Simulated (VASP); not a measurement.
Input of a VASP 6.6.1 run:

The input POSCAR:

```
TiAl
1.0
    2.8107518100      0.0000000000      0.0000000000
    0.0000000000      2.8107518100      0.0000000000
    0.0000000000      0.0000000000      4.0664219200
Ti Al
1 1
Direct
    0.5000000000      0.5000000000      0.5000000000
    0.0000000000      0.0000000000      0.0000000000
```

File INCAR.step1:

```
ALGO = Normal ; EDIFF = 1E-4
ENCUT = 600 ; GGA = PE
ISMEAR = 0 ; LASPH = T
LCHARG = F ; LREAL = F
LWAVE = T ; NELM = 100
PREC = Accurate ; SIGMA = 0.1
```

File INCAR.step2:

```
ALGO = Normal ; BPARAM = 11.95
CPARAM = 0.0093 ; EDIFF = 1E-6
EDIFFG = -0.002 ; ENCUT = 600
IBRION = 2 ; ISIF = 3
ISMEAR = 0 ; ISTART = 1
IVDW_NL = 2 ; LASPH = T
LCHARG = F ; LMIXTAU = T
LREAL = F ; LUSE_VDW = T
LWAVE = F ; METAGGA = R2SCAN
NELM = 100 ; NSW = 100
PREC = Accurate ; SIGMA = 0.1
```

The input KPOINTS:

```
k-points
0
Gamma
  14 14 10
```

Potentials or basis: VASP PAW PBE potentials, release 64 (Ti_sv, Al).

Run with:

```console
$ cat potpaw_PBE.64/Ti_sv/POTCAR potpaw_PBE.64/Al/POTCAR > POTCAR
$ cp INCAR.step1 INCAR
$ mpirun -np 1 vasp_std > vasp.out
$ cp INCAR.step2 INCAR
$ mpirun -np 1 vasp_std > vasp.out
```

**Question.** Predict the relaxed volume.

**Answer.** 15.99 Å³/atom.

**Question.** What does it give for the space group after relaxing (to 0.1 Å)?

**Answer.** P4/mmm (No. 123).

**Question.** What does it give for the band gap on the k mesh?

**Answer.** Zero (an odd number of electrons rules out a gap without spin polarisation).

Step by step:
| step | energy change (eV) | largest force (eV/Å) | pressure (GPa) | volume (Å³) |
| --- | --- | --- | --- | --- |
| 1 | 0.0000 | 0.0000 | -0.57 | 32.13 |
| 2 | -0.0001 | 0.0000 | 0.42 | 31.86 |
| 3 | -0.0003 | 0.0000 | 0.02 | 31.98 |

Caveat: the PAW data sets were made with another functional, which shifts forces and pressure a little.
